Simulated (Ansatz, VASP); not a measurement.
**One calculation of Ni, two programs**

The input INCAR:

```
SYSTEM = Ni
PREC = Accurate
ENCUT = 520
EDIFF = 1E-7
ISMEAR = 0
SIGMA = 0.1
LREAL = .FALSE.
LASPH = .TRUE.
NELM = 150
ALGO = Normal
ISIF = 2
LWAVE = .FALSE.
LCHARG = .FALSE.
ISPIN = 2
MAGMOM = 0.75
LORBIT = 11
LMAXMIX = 4
GGA = PE
NBANDS = 15
```

File KPOINTS:

```
regular mesh
0
G
  20 20 20
  0 0 0
```

File POSCAR:

```
Ni
1.0
    0.0000000000      1.7414664811      1.7414664811
    1.7414664811      0.0000000000      1.7414664811
    1.7414664811      1.7414664811      0.0000000000
Ni
1
Direct
    0.0000000000      0.0000000000      0.0000000000
```

Input for Ansatz:

```yaml
crystal:
  lattice:
    - [0.0, 1.7414665606, 1.7414665606]
    - [1.7414665606, 0.0, 1.7414665606]
    - [1.7414665606, 1.7414665606, 0.0]
  atoms:
    - { symbol: Ni, position: [0.0, 0.0, 0.0], spin: 0.75 }
basis:
  ecutwfc: 420
kpoints:
  mp_grid: { grid: [20, 20, 20] }
hamiltonian:
  xc: pbe
scf:
  occupations: { method: gaussian, width: 0.1 }
output:
  forces: true
  stress: true
  eigenvalues: true
  populations: true
magnetization:
  spin_polarized: true
```

Alike in both runs: task single point; functional PBE; k mesh 20 × 20 × 20; occupations gaussian, width 0.1 eV; collinear spin.

|  | VASP | Ansatz |
| --- | --- | --- |
| version | VASP 6.6.1 | Ansatz 0.2.0 |
| potentials or method | VASP PAW PBE potentials, release 64 (Ni), cutoff 520 eV | scalar-relativistic, plane waves, PAW |
| valence electrons in the cell | 10 | 18 |

|  | VASP | Ansatz | Ansatz less VASP |
| --- | --- | --- | --- |
| gap on the k mesh at the Fermi level (eV) | none | none | - |
| pressure (GPa) | 6.4 | 6.6 | +0.18 |
| net moment per atom (μB) | 0.62 | 0.63 | +0.010 |
| size of the moment on the site where the two differ most (μB) | 0.63 | 0.67 | +0.039 |

Site moments also hang on the region over which each program counts them. A gap of «none» marks a metal or a gap that the smearing closes. VASP's potentials hold 10 valence electrons a cell and Ansatz's 18, so a difference there can come from the potentials and not from the codes.
